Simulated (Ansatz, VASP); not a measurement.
As in VASP and in Ansatz

```
As
1.0
     2.76707   -2.79208    0.00000
     2.76707    2.79208    0.00000
     0.00000    0.00000    2.68470
As
2
Direct
  0.26020 0.73980 0.50000
  0.73980 0.26020 0.50000
```

Alike in both runs: functional PBE; k mesh 4 × 4 × 6; occupations gaussian, width 0.1 eV; no spin polarisation.

Ansatz relaxed the structure, and its values are those at the end. VASP's run is a single point on that final structure, the one shown.

|  | VASP | Ansatz |
| --- | --- | --- |
| version | VASP 6.6.1 | Ansatz 0.2.0 |
| potentials or method | VASP PAW PBE potentials, release 64 (As), cutoff 520 eV | scalar-relativistic, plane waves, PAW |
| valence electrons in the cell | 10 | 30 |

|  | VASP | Ansatz | Ansatz less VASP |
| --- | --- | --- | --- |
| gap on the k mesh at the Fermi level (eV) | none | none | - |
| pressure (GPa) | 0.1 | 0.0 | -0.16 |
| rms of the force components (eV/Å) | 0.006 | 0.000 | -0.0058 |

A gap of «none» marks a metal or a gap that the smearing closes. VASP's potentials hold 10 valence electrons a cell and Ansatz's 30, so a difference there can come from the potentials and not from the codes.

The k mesh is coarse, so the values compare programs but aren't converged.
